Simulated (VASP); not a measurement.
KCr:

```xyz
2
Lattice="3.6669 0.0000 0.0000 0.0000 3.6669 0.0000 0.0000 0.0000 3.6669" Properties=species:S:1:pos:R:3 pbc="T T T"
Cr    0.0000    0.0000    0.0000
K     1.8335    1.8335    1.8335
```

Base run:

```yaml
Program: VASP 6.6.1
Functional: PBE
Potentials_or_basis: VASP PAW PBE potentials, release 64 (Cr_pv, K_sv)
Cutoff: 500 eV
k_mesh: 5 × 5 × 5
Occupations: tetrahedron
Spin: no spin polarisation
```

Its results: pressure 2.0 GPa.

Question: The run is repeated on the same cell with these changes: occupations from tetrahedron to fermi-dirac, width 0.1 eV. What comes out?

Answer: Pressure 2.6 GPa.

Caveats: tetrahedron occupations give inexact forces and stress in metals (some runs).
